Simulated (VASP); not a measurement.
# CdS (Greenockite) (P6_3mc) in VASP: single point with PBE

Aim: the single point of CdS (Greenockite) with PBE.

All numbers are computed with VASP 6.6.1; they aren't measurements. Logs are shortened: lines on timing, memory, paths and dates and some standing lists are left out, and cuts for length are marked.

### 1 The cell of the first run

The structure is hexagonal, space group P6_3mc (No. 186). The conventional cell has a = 4.150 Å, b = 4.150 Å, c = 6.737 Å, α = 90.00°, β = 90.00°, γ = 120.00°. Cd (site symmetry 3m) has 4 S at 2.53 to 2.54 Å within 3.3 Å. S (site symmetry 3m) has 4 Cd at 2.53 to 2.54 Å within 3.3 Å.

### 2 Single point, PBE

INCAR

```
SYSTEM = CdS
PREC = Accurate
ENCUT = 520
EDIFF = 1E-6
ISMEAR = 0
SIGMA = 0.01
LREAL = .FALSE.
LASPH = .TRUE.
NELM = 60
ALGO = Normal
ISIF = 2
LWAVE = .FALSE.
LCHARG = .FALSE.
GGA = PE
NBANDS = 26
```

KPOINTS

```
Automatic mesh
0
G
  4 4 2
  0 0 0
```

POSCAR

```
CdS
1.0
    4.1500000000      0.0000000000      0.0000000000
   -2.0750000000      3.5940054300      0.0000000000
    0.0000000000      0.0000000000      6.7370000000
Cd S
2 2
Direct
    0.3333333333      0.6666666667      0.0000000000
    0.6666666667      0.3333333333      0.5000000000
    0.3333333333      0.6666666667      0.3750000000
    0.6666666667      0.3333333333      0.8750000000
```

Potentials or basis: VASP PAW PBE potentials, release 64 (Cd, S).

Command:

```
$ cat potpaw_PBE.64/Cd/POTCAR potpaw_PBE.64/S/POTCAR > POTCAR
$ mpirun -np 1 vasp_std > vasp.out
```

OUTCAR:

```text
SYSTEM = CdS
   PREC = Accurate
   ENCUT = 520
   EDIFF = 1E-6
   ISMEAR = 0
   LREAL = .FALSE.
   LASPH = .TRUE.
   NELM = 60
   ISIF = 2
   GGA = PE

 ion  position               nearest neighbor table
   1  0.333  0.667  0.000-   3 2.53   4 2.54   4 2.54   4 2.54
   2  0.667  0.333  0.500-   4 2.53   3 2.54   3 2.54   3 2.54
   3  0.333  0.667  0.375-   1 2.53   2 2.54   2 2.54   2 2.54
   4  0.667  0.333  0.875-   2 2.53   1 2.54   1 2.54   1 2.54

  LATTYP: Found a hexagonal cell.
 ALAT       =     4.1500000000
 C/A-ratio  =     1.6233734940

  Lattice vectors:

 A1 = (   4.1500000000,   0.0000000000,   0.0000000000)
 A2 = (  -2.0750000000,   3.5940054300,   0.0000000000)
 A3 = (   0.0000000000,   0.0000000000,   6.7370000000)

Analysis of symmetry for initial positions (statically):
=====================================================================
 Subroutine PRICEL returns:
 Original cell was already a primitive cell.

 Routine SETGRP: Setting up the symmetry group for a
 hexagonal supercell.

 Subroutine GETGRP returns: Found 12 space group operations
 (whereof  6 operations were pure point group operations)
 out of a pool of 24 trial point group operations.

The static configuration has the point symmetry C_3v.
 The point group associated with its full space group is C_6v.

Analysis of symmetry for dynamics (positions and initial velocities):
=====================================================================
 Subroutine PRICEL returns:
 Original cell was already a primitive cell.

 Routine SETGRP: Setting up the symmetry group for a
 hexagonal supercell.

 Subroutine GETGRP returns: Found 12 space group operations
 (whereof  6 operations were pure point group operations)
 out of a pool of 24 trial point group operations.

The dynamic configuration has the point symmetry C_3v.
 The point group associated with its full space group is C_6v.

 Subroutine INISYM returns: Found 12 space group operations
 (whereof  6 operations are pure point group operations),
 and found     1 'primitive' translations

----------------------------------------------------------------------------------------

                                     Primitive cell

  volume of cell :     100.4832

  direct lattice vectors                    reciprocal lattice vectors
     4.150000000  0.000000000  0.000000000     0.240963855  0.139120547  0.000000000
    -2.075000000  3.594005430  0.000000000     0.000000000  0.278241093  0.000000000
     0.000000000  0.000000000  6.737000000     0.000000000  0.000000000  0.148434021

  length of vectors
     4.150000000  4.150000004  6.737000000     0.278241094  0.278241093  0.148434021

  position of ions in fractional coordinates (direct lattice)
     0.333333333  0.666666667  0.000000000
     0.666666667  0.333333333  0.500000000
     0.333333333  0.666666667  0.375000000
     0.666666667  0.333333333  0.875000000

  ion indices of the primitive-cell ions
   primitive index   ion index
                 1           1
                 2           2
                 3           3
                 4           4

----------------------------------------------------------------------------------------

 KPOINTS: Automatic mesh

Automatic generation of k-mesh.
 Grid dimensions read from file:
 generate k-points for:    4    4    2

 Generating k-lattice:

  Cartesian coordinates                     Fractional coordinates (reciprocal lattice)
     0.060240964  0.034780137  0.000000000     0.250000000  0.000000000  0.000000000
     0.000000000  0.069560273  0.000000000     0.000000000  0.250000000  0.000000000
     0.000000000  0.000000000  0.074217011     0.000000000  0.000000000  0.500000000

  Length of vectors
     0.069560273  0.069560273  0.074217011

  Shift w.r.t. Gamma in fractional coordinates (k-lattice)
     0.000000000  0.000000000  0.000000000

 Subroutine IBZKPT returns following result:
 ===========================================

 Found      8 irreducible k-points:

 Following reciprocal coordinates:
            Coordinates               Weight
  0.000000  0.000000  0.000000      1.000000
  0.250000  0.000000  0.000000      6.000000
  0.500000  0.000000  0.000000      3.000000
  0.250000  0.250000  0.000000      6.000000
  0.000000  0.000000  0.500000      1.000000
  0.250000  0.000000  0.500000      6.000000
  0.500000  0.000000  0.500000      3.000000
  0.250000  0.250000  0.500000      6.000000
   k-points           NKPTS =      8   k-points in BZ     NKDIM =      8   number of bands    NBANDS=     26
   number of dos      NEDOS =    301   number of ions     NIONS =      4
   total plane-waves  NPLWV =  51200
   dimension x,y,z NGX =    32 NGY =   32 NGZ =   50
   dimension x,y,z NGXF=    64 NGYF=   64 NGZF=  100
   ions per type =               2   2
   NGX,Y,Z   is equivalent  to a cutoff of  12.82, 12.82, 12.34 a.u.
   NGXF,Y,Z  is equivalent  to a cutoff of  25.64, 25.64, 24.68 a.u.
 SYSTEM =  CdS
   PREC   = accura    normal or accurate (medium, high low for compatibility)
   ISTART =      0    job   : 0-new  1-cont  2-samecut
   ICHARG =      2    charge: 1-file 2-atom 10-const
   ISPIN  =      1    spin polarized calculation?
   LNONCOLLINEAR =      F non collinear calculations
   LSORBIT =      F    spin-orbit coupling
   LASPH  =      T    aspherical Exc in radial PAW
   ENCUT  =  520.0 eV  38.22 Ry    6.18 a.u.   7.72  7.72 12.53*2*pi/ulx,y,z
   NELM   =     60;   NELMIN=  2; NELMDL= -5     # of ELM steps
   EDIFF  = 0.1E-05   stopping-criterion for ELM
   LREAL  =      F    real-space projection
   EDIFFG = 0.1E-04   stopping-criterion for IOM
   NSW    =      0    number of steps for IOM
   IBRION =     -1    ionic relax: 0-MD 1-quasi-New 2-CG
   NFREE  =      0    steps in history (QN), initial steepest desc. (CG)
   ISIF   =      2    stress and relaxation
   ISYM   =      2    0-nonsym 1-usesym 2-fastsym
   POTIM  = 0.5000    time-step for ionic-motion
   TEBEG  =    0.0;   TEEND  =   0.0 temperature during run
   PSTRESS=    0.0 pullay stress
   NELECT =      36.0000    total number of electrons
   NUPDOWN=      -1.0000    fix difference up-down
   EMIN   =  10.00;   EMAX   =-10.00  energy-range for DOS
   EFERMI =   0.00;   METHOD = LEGACY
   ISMEAR =     0;   SIGMA  =   0.01  broadening in eV -4-tet -1-fermi 0-gaus
   EFERMI_NEDOS =   21; number of points for ismear=-14 and -15
   IALGO  =     38    algorithm
   IMIX   =      4    mixing-type and parameters
     AMIX     =   0.40;   BMIX     =  1.00
     AMIX_MAG =   1.60;   BMIX_MAG =  1.00
  volume/ion in A,a.u.               =      25.12       169.52
  Fermi-wavevector in a.u.,A,eV,Ry     =   1.162727  2.197236 18.394190  1.351935
  Thomas-Fermi vector in A             =   2.299285
   LORBIT       =      0    0 simple, 1 ext, 2 COOP (PROOUT), +10 PAW based schemes
   GGA     = PE    functional components
   LHFCALC =     F    Hartree Fock is set to
   AEXX    =    0.0000 exact exchange contribution
   IVDW    =     0    specifies the selected vdW correction
   LEPSILON=     F    determine dielectric tensor
   LRPA    =     F    only Hartree local field effects (RPA)
 non-spin polarized calculation
 Gauss-broadening in eV      SIGMA  =   0.01
  energy-cutoff  :      520.00
  volume of cell :      100.48
 maximum number of plane-waves:      2731
 NGX is ok and might be reduce to    32
   NGX = 15   NGY = 15   NGZ = 25

 number of electron      35.9999996 magnetization

 Free energy of the ion-electron system (eV)
  ---------------------------------------------------
  ext. energy  EPLUGINS =         0.00000000
  ---------------------------------------------------
  free energy    TOTEN  =       -12.23322080 eV

  energy without entropy =      -12.23322080  energy(sigma->0) =      -12.23322080

 E-fermi :   1.3083     XC(G=0):  -9.0803

 val. band max:        1.2172997822   @ k =   0.0000   0.0000   0.0000
 cond. band min:       2.4105599762   @ k =   0.0000   0.0000   0.0000
 fundamental gap:      1.1932601940
 Fermi energy:         1.3082737456

 k-point     1 :       0.0000    0.0000    0.0000
  band No.  band energies     occupation
      1     -11.0783      2.00000
      2     -10.6532      2.00000
      3      -6.4672      2.00000
      4      -6.4449      2.00000
      5      -6.4449      2.00000
      6      -6.3596      2.00000
[... 18 lines left out ...]
     25       8.7972      0.00000
     26       8.9179      0.00000

 k-point     2 :       0.2500    0.0000    0.0000
  band No.  band energies     occupation
      1     -10.8896      2.00000
      2     -10.5791      2.00000
      3      -6.4034      2.00000
      4      -6.3799      2.00000
      5      -6.3019      2.00000
      6      -6.2551      2.00000
[... 18 lines left out ...]
     25       9.2219      0.00000
     26       9.6992      0.00000

 k-point     3 :       0.5000    0.0000    0.0000
  band No.  band energies     occupation
      1     -10.6687      2.00000
      2     -10.5357      2.00000
      3      -6.3625      2.00000
      4      -6.3413      2.00000
      5      -6.1651      2.00000
      6      -6.1546      2.00000
[... 18 lines left out ...]
     25       9.5993      0.00000
     26      11.3510      0.00000

 k-point     4 :       0.2500    0.2500    0.0000
  band No.  band energies     occupation
      1     -10.6706      2.00000
      2     -10.5364      2.00000
      3      -6.3798      2.00000
      4      -6.2992      2.00000
      5      -6.2015      2.00000
      6      -6.1688      2.00000
[... 18 lines left out ...]
     25       9.0582      0.00000
     26      10.6199      0.00000

 k-point     5 :       0.0000    0.0000    0.5000
  band No.  band energies     occupation
      1     -10.8617      2.00000
      2     -10.8617      2.00000
      3      -6.4090      2.00000
      4      -6.4090      2.00000
      5      -6.4090      2.00000
      6      -6.4090      2.00000
[... 18 lines left out ...]
     25       8.0375      0.00000
     26       8.0375      0.00000

 k-point     6 :       0.2500    0.0000    0.5000
  band No.  band energies     occupation
      1     -10.7265      2.00000
      2     -10.7265      2.00000
      3      -6.3462      2.00000
      4      -6.3462      2.00000
      5      -6.3196      2.00000
      6      -6.3196      2.00000
[... 18 lines left out ...]
     25       8.9802      0.00000
     26       8.9802      0.00000

 k-point     7 :       0.5000    0.0000    0.5000
  band No.  band energies     occupation
      1     -10.5918      2.00000
      2     -10.5918      2.00000
      3      -6.3317      2.00000
      4      -6.3316      2.00000
      5      -6.2438      2.00000
      6      -6.2438      2.00000
[... 18 lines left out ...]
     25       9.6013      0.00000
     26       9.6013      0.00000

 k-point     8 :       0.2500    0.2500    0.5000
  band No.  band energies     occupation
      1     -10.5930      2.00000
      2     -10.5930      2.00000
      3      -6.2986      2.00000
      4      -6.2986      2.00000
      5      -6.2549      2.00000
      6      -6.2549      2.00000
[... 18 lines left out ...]
     25       9.5025      0.00000
     26       9.5025      0.00000

------------------------ aborting loop because EDIFF is reached ----------------------------------------

  FORCE on cell =-STRESS in cart. coord.  units (eV):
  Direction    XX          YY          ZZ          XY          YZ          ZX
  --------------------------------------------------------------------------------------
  -------------------------------------------------------------------------------------
  Total        1.4538624      1.4538625      1.7188753      0.0000000      0.0000000      0.0000000
  in kB       23.1814463     23.1814464     27.4070050      0.0000000      0.0000000      0.0000000
  external PRESSURE =      24.5899659 kB  Pullay stress =       0.0000000 kB

 VOLUME and BASIS-vectors are now :
 -----------------------------------------------------------------------------
  energy-cutoff  :      520.00
  volume of cell :      100.48
      direct lattice vectors                 reciprocal lattice vectors
     4.150000000  0.000000000  0.000000000     0.240963855  0.139120547  0.000000000
    -2.075000000  3.594005430  0.000000000     0.000000000  0.278241093  0.000000000
     0.000000000  0.000000000  6.737000000     0.000000000  0.000000000  0.148434021

 POSITION                                       TOTAL-FORCE (eV/Angst)
 -----------------------------------------------------------------------------------
     -0.00000      2.39600      0.00000        -0.000000      0.000000     -0.055682
      2.07500      1.19800      3.36850         0.000000     -0.000000     -0.055682
     -0.00000      2.39600      2.52637        -0.000000      0.000000      0.055682
      2.07500      1.19800      5.89487         0.000000      0.000000      0.055682
 -----------------------------------------------------------------------------------
    total drift:                               -0.000000     -0.000000     -0.000670

  FREE ENERGIE OF THE ION-ELECTRON SYSTEM (eV)
  ---------------------------------------------------
  free  energy   TOTEN  =       -12.2332208016 eV

  energy  without entropy=      -12.2332208016  energy(sigma->0) =      -12.23322080
```

It took 27 s on 1 thread of Intel Xeon 8259CL, shared host; peak memory 0.22 GiB.

Results:

```
Free energy            : -12.2332 eV
Pressure               : 2.5 GPa
Largest force          : 0.056 eV/Å
Band gap on the k mesh : 1.19 eV, direct
```

Forces on the atoms (eV/Å):
```
Cd   0.000  0.000 -0.056
Cd   0.000  0.000 -0.056
S    0.000  0.000  0.056
S    0.000  0.000  0.056
```

Caveat: the k points lie up to 0.47 Å⁻¹ apart.
